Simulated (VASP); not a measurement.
Input of a VASP 6.6.1 run:

File INCAR:

```
SYSTEM = Ga3As3CO
PREC     = Accurate       ! precision mode
ENCUT    = 520            ! plane-wave cutoff, eV
EDIFF    = 1E-7           ! SCF threshold, eV
ISMEAR   = 0              ! smearing method
SIGMA    = 0.05           ! smearing width, eV
LREAL    = .False.        ! projectors in reciprocal space
LASPH    = .True.         ! aspherical terms in the spheres
NELM     = 100            ! most SCF steps
ALGO     = Normal         ! electronic algorithm
ISIF     = 2              ! what is computed and relaxed
LWAVE    = .False.        ! write WAVECAR
LCHARG   = .True.         ! write CHGCAR
LDIPOL   = .True.       
IDIPOL   = 3            
DIPOL    = 0.5 0.5 0.320
GGA      = PE             ! functional
IVDW     = 12             ! dispersion correction
LELF     = .True.         ! ELF
LVHAR    = .True.       
LVACPOTAV= .True.       
NBANDS   = 42             ! bands
```

The input KPOINTS:

```
regular mesh
0
Gamma
  7 5 1
  0 0 0
```

The input POSCAR:

```
Ga3As3CO
1.0
    4.0137031111      0.0000000000      0.0000000000
    0.0000000000      5.6762333751      0.0000000000
    0.0000000000      0.0000000000     23.3352699083
Ga As O C
3 3 1 1
Direct
    0.5000000000      0.5000000000      0.1714143447
    0.0000000000      0.0653835255      0.2680035048
    0.5000000000      0.4894639609      0.3228546357
    0.0000000000      0.2500000000      0.1714143447
    0.5000000000      0.8102208698      0.2504948966
    0.0000000000      0.2887573198      0.3593388866
    0.5000000000      0.4554239865      0.4836142866
    0.5000000000      0.4554239865      0.5328959107
```

Potentials or basis: VASP PAW PBE potentials, release 64 (Ga_d, As, O, C).

Launch:

```console
$ cat potpaw_PBE.64/Ga_d/POTCAR potpaw_PBE.64/As/POTCAR potpaw_PBE.64/O/POTCAR potpaw_PBE.64/C/POTCAR > POTCAR
$ mpirun -np 1 vasp_std > vasp.out
```

**Question.** Estimate the largest force.

**Answer.** 1.112 eV/Å.

**Question.** Predict the dispersion energy per atom.

**Answer.** -0.160 eV.

**Question.** Predict the band gap on the k mesh.

**Answer.** 0.41 eV (least direct gap 0.75 eV).

Forces in eV/Å, atoms in the order of the input:
```
Ga   0.000 -0.313  1.033
Ga   0.000  0.002  0.023
Ga   0.000 -0.009  0.006
As   0.000  0.314 -1.067
As   0.000  0.007 -0.013
As   0.000 -0.023 -0.001
O    0.000  0.031  0.729
C    0.000 -0.008 -0.709
```
